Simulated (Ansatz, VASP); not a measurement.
# BaPCl in VASP and in Ansatz

POSCAR

```
BaPCl
1.0
    4.6076440000      0.0000000000      0.0000000000
    0.0000000000      4.6076440000      0.0000000000
    0.0000000000      0.0000000000      7.6054750000
Ba P Cl
2 2 2
Direct
    0.2500000000      0.2500000000      0.1911000000
    0.7500000000      0.7500000000      0.8089000000
    0.2500000000      0.2500000000      0.6497000000
    0.7500000000      0.7500000000      0.3503000000
    0.7500000000      0.2500000000      0.0000000000
    0.2500000000      0.7500000000      0.0000000000
```

Contents of INCAR.step1:

```
PREC = Accurate
ENCUT = 520
EDIFF = 1E-5
ISMEAR = -1
SIGMA = 0.0257
LREAL = F
LASPH = T
NELM = 100
ALGO = Normal
ISIF = 2
LWAVE = T
LCHARG = F
GGA = PE
NBANDS = 31
```

The input INCAR.step2:

```
PREC = Accurate
ENCUT = 520
EDIFF = 1E-7
ISMEAR = -1
SIGMA = 0.0257
LREAL = F
LASPH = T
NELM = 100
ALGO = Normal
ISIF = 2
LWAVE = F
LCHARG = F
GGA = PE
LHFCALC = T
AEXX = 0.25
PRECFOCK = Fast
ISTART = 1
NBANDS = 31
```

Contents of KPOINTS:

```
Automatic mesh
0
Gamma
  2 2 2
```

Input for Ansatz:

```yaml
crystal:
  lattice:
    - [4.607644, 0.0, 0.0]
    - [0.0, 4.607644, 0.0]
    - [0.0, 0.0, 7.605475]
  atoms:
    - { symbol: Ba, position: [0.25, 0.25, 0.1911] }
    - { symbol: Ba, position: [0.75, 0.75, 0.8089] }
    - { symbol: P, position: [0.25, 0.25, 0.6497] }
    - { symbol: P, position: [0.75, 0.75, 0.3503] }
    - { symbol: Cl, position: [0.75, 0.25, 0.0] }
    - { symbol: Cl, position: [0.25, 0.75, 0.0] }
  symmetry: { tolerance: 0.0003 }
kpoints:
  mp_grid: { grid: [2, 2, 2], shift: [0, 0, 0] }
magnetization:
  spin_polarized: false
scf:
  occupations: { method: fermi_dirac, width: 0.0257 }
hamiltonian:
  pseudopotentials: { kind: paw }
  xc: pbe0
basis:
  ecutwfc: 420
  fft_grid_basis: typed
output:
  forces: true
  stress: true
  eigenvalues: true
  bader: true
  populations: true
  elf: true
  write_potential: true
  volumetric_format: npy
  dos:
    e_range: [-12, 8]
    de: 0.05
    projected: { site_lists: { Ba: [Ba], Cl: [Cl], P: [P] } }
    method: { smearing: { sigma: 0.1, scheme: gaussian } }
```

Alike in both runs: task single point; functional PBE0; k mesh 2 × 2 × 2; occupations fermi-dirac, width 0.0257 eV; no spin polarisation.

|  | VASP | Ansatz |
| --- | --- | --- |
| version | VASP 6.6.1 | Ansatz 0.2.0 |
| potentials or method | VASP PAW PBE potentials, release 64 (Ba_sv, P, Cl), cutoff 520 eV | PAW plane waves |
| valence electrons in the cell | 44 | 44 |

VASP gave:

| Property | Result |
| --- | --- |
| pressure (GPa) | 13.2 |
| traceless stress, the component that is largest in VASP (GPa) | -3.68 |
| rms of the force components (eV/Å) | 1.596 |

**Question.** What did Ansatz give for the same quantities?

**Answer.** Pressure (GPa): 12.2; traceless stress, the component that is largest in VASP (GPa): -3.26; rms of the force components (eV/Å): 1.504.

Atom by atom the forces differ by 0.097 eV/Å (rms over components). With one functional, cell and mesh, what is left measures potentials, basis and numerics. Ansatz's warnings: filled band counts differ across k points, stress exchange threshold loose, stress scf threshold loose.

The k mesh is coarse, so the values compare programs but aren't converged. Neither program's run includes spin-orbit coupling.
